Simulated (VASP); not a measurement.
Runs of VASP 6.6.1 on Hg. The structure is that of space group Im-3m (No. 229), or close to it. The cells are those of the table. 

```csv
cell,k mesh,gap on the mesh (eV),pressure (GPa)
"a = 3.119 Å, angles 109.5°, 1 atom",14 × 14 × 14,none,(b)
"a = 3.078 Å, angles 109.5°, 1 atom",12 × 12 × 12,none,0.6
"a = 3.037 Å, angles 109.5°, 1 atom",14 × 14 × 14,none,3.3
"a = 3.078 Å, angles 109.5°, 1 atom",14 × 14 × 14,none,0.7
"a = 2.950 Å, angles 109.5°, 1 atom",14 × 14 × 14,none,(a)
```

Alike in all rows: task single point; level LDA; potentials or basis VASP PAW LDA potentials, release 64 (Hg); no spin polarisation; cutoff (eV) 520; smearing fermi-dirac 0.1 eV.

Q: Fill in the values left out.

A: (a) 11.5; (b) -1.1.

Caveats: spin-orbit coupling is left out, which moves the levels of the heavy elements; the cell stands under pressure (at least some runs).

A k mesh can miss the band edges, and the runs leave out spin-orbit coupling on Hg.

A gap of «none» marks levels without a gap at the run's occupations.
